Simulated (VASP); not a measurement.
# Al32H (a cell with a defect) in VASP: further runs, part 2 of 2

VASP 6.6.1. The steps go on from the part before.

## 3. Single point, PBEsol

The input, INCAR:

```
SYSTEM = Al32H
PREC = Accurate
ENCUT = 520
EDIFF = 1E-6
ISMEAR = -1
SIGMA = 0.1
LREAL = Auto
LASPH = .True.
NELM = 80
ALGO = Normal
ISIF = 2
LWAVE = .False.
LCHARG = .False.
GGA = PS
NBANDS = 70
```

The input, KPOINTS:

```
Automatic mesh
0
Gamma
  2 2 2
  0 0 0
```

The input, POSCAR:

```
Al32H
1.0
    8.1000000000      0.0000000000      0.0000000000
    0.0000000000      8.1000000000      0.0000000000
    0.0000000000      0.0000000000      8.1000000000
Al H
32 1
Direct
    0.4940864198     -0.0039629630     -0.0223703704
    0.7673333333      0.2457407407     -0.0160000000
    0.7203209877      0.0073086420      0.2257654321
    0.0168395062     -0.0162345679     -0.0144814815
    0.2511975309      0.2472962963     -0.0131481481
    0.4737530864      0.4882839506     -0.0072345679
    0.7584320988      0.7637654321     -0.0071481481
    0.2543209877      0.0313086420      0.2483703704
    0.5232222222      0.2709753086      0.2238395062
    0.7838641975      0.5139135802      0.2629012346
    0.4993456790      0.0234691358      0.5197901235
    0.7052716049      0.2339506173      0.4956543210
    0.7478024691      0.0058024691      0.7516666667
   -0.0134691358      0.4693209877     -0.0156419753
    0.2779876543      0.7563333333     -0.0088395062
   -0.0192222222      0.2561604938      0.2449259259
    0.2509135802      0.4860123457      0.2558641975
    0.4806790123      0.7553209877      0.2678271605
    0.0085802469     -0.0027530864      0.5010987654
    0.2410740741      0.2531358025      0.4942716049
    0.4817777778      0.5092222222      0.4664938272
    0.6900370370      0.7676666667      0.5022098765
    0.2524938272     -0.0171481481      0.7555432099
    0.4861481481      0.3011728395      0.7242716049
    0.7493456790      0.4970123457      0.7255679012
    0.0164197531      0.7607777778      0.2566419753
    0.0049629630      0.4775925926      0.4961481481
    0.2360617284      0.7182839506      0.5299012346
   -0.0164938272      0.2600123457      0.7381234568
    0.2279753086      0.5153950617      0.7601604938
    0.4940000000      0.7404567901      0.7554814815
   -0.0214074074      0.7387283951      0.7115308642
    0.6317901235      0.6141111111      0.1051234568
```

Potentials or basis: VASP PAW PBE potentials, release 64 (Al, H).

On the command line:

```
cat potpaw_PBE.64/Al/POTCAR potpaw_PBE.64/H/POTCAR > POTCAR
mpirun -np 1 vasp_std > vasp.out
```

Wall time 6.1 min (1 thread of Oxide Virtual Turin-like, shared host); peak memory 0.53 GiB.

Results (log left out):

```yaml
Free_energy: -130.7015 eV
Pressure: 2.3 GPa
Largest_force: 2.379 eV/Å
Band_gap_on_the_k_mesh: zero (an odd number of electrons rules out a gap without spin polarisation)
```

Forces in eV/Å, atoms in the order of the input:
```
Al   0.451  0.699  0.397
Al  -1.161 -0.176  0.093
Al   0.598 -0.297  0.490
Al  -0.177  0.251  0.277
Al  -0.289 -0.266 -0.054
Al   0.650  0.372 -0.195
Al   0.130 -0.440 -0.190
Al   0.083 -0.389 -0.082
Al  -0.486 -0.317  0.144
Al  -0.886  0.156 -0.200
Al  -1.654 -0.960 -0.211
Al   2.017  1.235 -0.254
Al   0.142 -0.062 -0.234
Al   0.514  1.432  0.350
Al  -1.187 -0.394  0.978
Al   0.367 -0.797  0.085
Al  -0.650  0.306 -0.957
Al  -0.477  0.630 -0.987
Al  -0.318  0.262 -0.191
Al   0.218 -0.221  0.385
Al   0.849 -0.636  0.924
Al   1.617 -0.306 -0.047
Al  -0.312  0.616 -0.724
Al  -0.273 -0.898  0.630
Al  -0.342  0.341  0.219
Al  -0.032 -0.129 -0.237
Al  -0.321  0.353  0.019
Al   0.432  1.269 -1.317
Al   0.549 -0.871 -0.341
Al   0.123 -0.938  0.347
Al   0.406 -0.182 -0.278
Al  -0.554  0.337  0.945
H   -0.028  0.016  0.215
```

Stress tensor (GPa, compression positive):
```
 2.25  0.63  0.02
 0.63  2.57 -0.66
 0.02 -0.66  2.21
```

Levels at points of the mesh, in eV from the Fermi level:
```tsv
k point	band 45	band 46	band 47	band 48	band 49	band 50	band 51	band 52
(0.00, 0.00, 0.00)	-0.35	0.00	0.14	0.33	0.42	0.48	0.66	0.95
(0.50, 0.00, 0.00)	-0.52	-0.39	-0.17	-0.12	-0.04	-0.01	0.13	0.34
(0.00, 0.50, 0.00)	-0.54	-0.30	-0.23	-0.03	0.01	0.16	0.22	0.25
(0.00, 0.00, 0.50)	-0.46	-0.39	-0.23	-0.20	0.03	0.12	0.21	0.30
(0.50, 0.50, 0.00)	-0.41	-0.25	-0.22	-0.03	0.53	0.93	0.96	0.97
(0.00, 0.50, 0.50)	-0.38	-0.30	-0.25	-0.11	0.66	0.88	0.93	0.98
(0.50, 0.00, 0.50)	-0.42	-0.25	-0.22	-0.09	0.73	0.83	0.89	0.98
(0.50, 0.50, 0.50)	-0.53	-0.45	-0.44	-0.40	-0.37	-0.27	-0.24	-0.19
```

Caveat: the k points lie up to 0.39 Å⁻¹ apart, too coarse for converged energies and pressures of a metal; the atoms stand as in a frame of molecular dynamics; the PAW data sets were made with another functional, which shifts forces and pressure a little.

## 4. Single point, PBEsol

INCAR: that of step 3 with these lines changed.

```diff
@@ -12,4 +12,6 @@
 LWAVE = .False.
-LCHARG = .False.
+LCHARG = .True.
 GGA = PS
+LELF = .True.
+LVHAR = .True.
 NBANDS = 70
```

KPOINTS is that of step 3.

The input, POSCAR:

```
Al32H
1.0
    8.1000000000      0.0000000000      0.0000000000
    0.0000000000      8.1000000000      0.0000000000
    0.0000000000      0.0000000000      8.1000000000
Al H
32 1
Direct
    0.5339629630      0.0011975309     -0.0054567901
    0.7626913580      0.2510370370     -0.0341481481
    0.7685308642     -0.0203580247      0.2868395062
   -0.0337901235     -0.0217283951     -0.0187407407
    0.2431604938      0.2147530864     -0.0424320988
    0.4786296296      0.4773209877     -0.0136666667
    0.7313456790      0.7468271605     -0.0194074074
    0.2658888889      0.0408148148      0.2286296296
    0.5170864198      0.2487407407      0.2558518519
    0.7586913580      0.5029753086      0.2719506173
    0.4749135802     -0.0141481481      0.5017901235
    0.7446790123      0.2396543210      0.4843580247
    0.7294814815     -0.0108765432      0.7014938272
   -0.0333086420      0.5014691358     -0.0370864198
    0.2470123457      0.7299629630     -0.0115185185
   -0.0279506173      0.2257777778      0.2290617284
    0.2285555556      0.4944074074      0.2168148148
    0.4925679012      0.7594444444      0.2471111111
    0.0222345679     -0.0122962963      0.4682839506
    0.2479259259      0.2731604938      0.4700864198
    0.4858395062      0.5139012346      0.4600493827
    0.7510370370      0.7499506173      0.4875679012
    0.2318765432     -0.0364814815      0.7211234568
    0.4916790123      0.2251234568      0.7518395062
    0.7215061728      0.5010864198      0.7336543210
   -0.0019382716      0.7310493827      0.2185925926
    0.0038271605      0.5042098765      0.5097407407
    0.2436049383      0.7482839506      0.4830987654
   -0.0045802469      0.2168765432      0.7261234568
    0.2436666667      0.4845061728      0.7218765432
    0.4936913580      0.7374938272      0.7553209877
   -0.0327407407      0.7759506173      0.7440987654
    0.5771728395      0.6261975309      0.1152469136
```

On the command line:

```
cat potpaw_PBE.64/Al/POTCAR potpaw_PBE.64/H/POTCAR > POTCAR
mpirun -np 1 vasp_std > vasp.out
```

Run time: 6.1 min. Hardware: 1 thread of Oxide Virtual Turin-like, shared host; peak memory 0.52 GiB.

The run converged. Its results:

| Quantity | Value |
| --- | --- |
| Free energy | -131.0018 eV |
| Pressure | 2.0 GPa |
| Largest force | 2.090 eV/Å |
| Band gap on the k mesh | zero (an odd number of electrons rules out a gap without spin polarisation) |

Forces on the atoms (eV/Å):
```
Al  -0.622  0.048  0.317
Al  -0.658 -0.119  0.338
Al  -1.226  0.284 -1.669
Al   0.500  0.704  0.705
Al  -0.391  0.361  0.261
Al  -0.049 -0.487 -0.206
Al   0.378 -0.325  0.403
Al  -0.290 -1.106  0.017
Al   0.073  0.027 -0.713
Al   0.136 -0.428 -0.737
Al   0.279  0.446 -0.452
Al   0.139  0.511  0.712
Al   0.223  0.553  0.785
Al   0.708 -0.028  0.169
Al  -0.173  0.593 -0.317
Al   0.659  0.751 -0.137
Al   0.036 -0.443  0.207
Al  -0.585  1.060  0.299
Al   0.004  0.260  0.218
Al  -0.007 -0.662  0.249
Al   0.108 -0.265  0.952
Al  -0.204 -0.957  0.425
Al   0.408  0.656  0.942
Al   0.085  0.327 -0.861
Al   0.159 -0.393 -0.373
Al  -0.101  0.390  0.386
Al  -0.645  0.006 -0.392
Al  -0.128 -0.683 -0.387
Al   0.022  0.370 -0.162
Al   0.243  0.279  0.570
Al  -0.428  0.103 -0.570
Al   0.543 -1.450 -0.622
H    0.804 -0.381 -0.356
```

Stress tensor (GPa, compression positive):
```
 2.06 -0.11  0.38
-0.11  2.26  0.20
 0.38  0.20  1.67
```

Levels at points of the mesh, in eV from the Fermi level:
```tsv
k point	band 44	band 45	band 46	band 47	band 48	band 49	band 50	band 51	band 52	band 53
(0.00, 0.00, 0.00)	-0.30	-0.14	0.11	0.23	0.34	0.44	0.46	0.49	0.80	1.00
(0.50, 0.00, 0.00)	-0.82	-0.60	-0.44	-0.07	-0.01	0.05	0.13	0.16	0.25	0.96
(0.00, 0.50, 0.00)	-0.76	-0.40	-0.25	-0.15	-0.12	-0.01	0.04	0.11	0.35	1.05
(0.00, 0.00, 0.50)	-0.84	-0.37	-0.27	-0.22	-0.12	-0.04	-0.01	0.24	0.30	1.05
(0.50, 0.50, 0.00)	-1.01	-0.44	-0.27	-0.20	-0.11	0.52	0.79	0.88	0.92	1.05
(0.00, 0.50, 0.50)	-0.97	-0.51	-0.29	-0.18	-0.14	0.71	0.88	0.94	0.98	1.02
(0.50, 0.00, 0.50)	-1.02	-0.34	-0.29	-0.23	-0.10	0.38	0.93	0.96	1.01	1.12
(0.50, 0.50, 0.50)	-0.56	-0.52	-0.44	-0.40	-0.38	-0.37	-0.34	-0.31	-0.25	-0.18
```

Caveat: the k points lie up to 0.39 Å⁻¹ apart, too coarse for converged energies and pressures of a metal; the atoms stand as in a frame of molecular dynamics; the PAW data sets were made with another functional, which shifts forces and pressure a little.

## 5. The runs side by side

| cell | gap on the mesh (eV) | pressure (GPa) | largest force (eV/Å) |
| --- | --- | --- | --- |
| as given, atomic positions A | none | 1.3 | 1.66 |
| as given, atomic positions B | none | 2.3 | 2.38 |
| as given, atomic positions C | none | 2.0 | 2.09 |

Alike in all rows: task single point; level PBEsol; potentials or basis VASP PAW PBE potentials, release 64 (Al, H); no spin polarisation; k mesh 2 × 2 × 2; cutoff (eV) 520; smearing fermi-dirac 0.1 eV.

Caveats: all runs use coarse meshes; the PAW data sets were made with another functional, which shifts forces and pressure a little; the atoms stand as in a frame of molecular dynamics (at least some runs).

Absolute energies hang on the potentials; compare differences alone.
